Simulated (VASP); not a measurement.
A run of VASP 6.6.1:

INCAR

```
PREC = Accurate
ENCUT = 400
EDIFF = 1E-6
ISMEAR = -1
SIGMA = 0.1
LREAL = False
LASPH = True
NELM = 120
ALGO = Normal
ISIF = 2
LWAVE = False
LCHARG = False
GGA = PE
NBANDS = 22
GGA_COMPAT = False
```

File KPOINTS:

```
regular mesh
0
Gamma
  6 6 2
```

POSCAR

```
HS2
1.0
    1.4756630000      2.5309170000     -0.0110600000
   -1.4710060000      2.5282280000      0.0003430000
   -0.0448260000     -0.0243230000     11.5613660000
H S
2 4
Direct
    0.5811556242     -0.1763865449      0.2112505635
    0.7452197773      0.4484854080      0.8536680960
    0.3598683587      0.3136342478      0.6387712808
    0.6934363212      0.6632441864      0.1166096561
    0.3081548770      0.3058716240      0.8551009698
    0.6752915226      0.6654168327      0.3816660147
```

Potentials or basis: VASP PAW PBE potentials, release 64 (H, S).

Run with:

```bash
$ cat potpaw_PBE.64/H/POTCAR potpaw_PBE.64/S/POTCAR > POTCAR
$ mpirun -np 1 vasp_std > vasp.out
```

Hardware: 1 thread of Intel Xeon 8259CL, with other jobs on the host.

Task: Estimate the wall time of this run.

Result: Wall time 120 s on 1 thread of Intel Xeon 8259CL, on a shared host, peak memory 0.19 GiB. Counts: scf iterations 18, k points 40.
